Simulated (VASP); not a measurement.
Set up this calculation in VASP 6.6.1, as the native input.

```
Task                   : single point
Functional             : PBE
Potentials or basis    : VASP PAW PBE potentials, release 64 (Si, C)
Cutoff                 : 600 eV
k mesh                 : 10 × 10 × 10
Occupations            : gaussian, width 0.025 eV
Spin                   : no spin polarisation
Dipole correction      : no
Further INCAR settings : ALGO = Normal; EDIFF = 1e-06; NBANDS = 11
```

The structure of SiC (Moissanite 3C) lies in POSCAR:

```
SiC
1.0
    0.0000000000      2.1790000000      2.1790000000
    2.1790000000      0.0000000000      2.1790000000
    2.1790000000      2.1790000000      0.0000000000
Si C
1 1
Direct
    0.0000000000      0.0000000000      0.0000000000
    0.7500000000      0.7500000000      0.7500000000
```

These files were run (other wordings do the same):

INCAR

```
SYSTEM = SiC
PREC = Accurate
ENCUT = 600
EDIFF = 1E-6
ISMEAR = 0
SIGMA = 0.025
LREAL = .False.
LASPH = .True.
NELM = 120
ALGO = Normal
ISIF = 2
LWAVE = .False.
LCHARG = .False.
GGA = PE
NBANDS = 11
GGA_COMPAT = .False.
```

KPOINTS

```
regular mesh
0
Gamma
  10 10 10
  0 0 0
```

Potentials or basis: VASP PAW PBE potentials, release 64 (Si, C).

Command:

```console
$ cat potpaw_PBE.64/Si/POTCAR potpaw_PBE.64/C/POTCAR > POTCAR
$ mpirun -np 1 vasp_std > vasp.out
```

Results of the run:

The pressure is 3.1 GPa and the band gap on the k mesh is 1.36 eV, indirect (least direct gap 4.54 eV).

Run time: 9.6 s on 1 thread of Intel(R) Xeon(R) Platinum 8559C (Emerald Rapids), with other jobs on the host, peak memory 0.15 GiB.
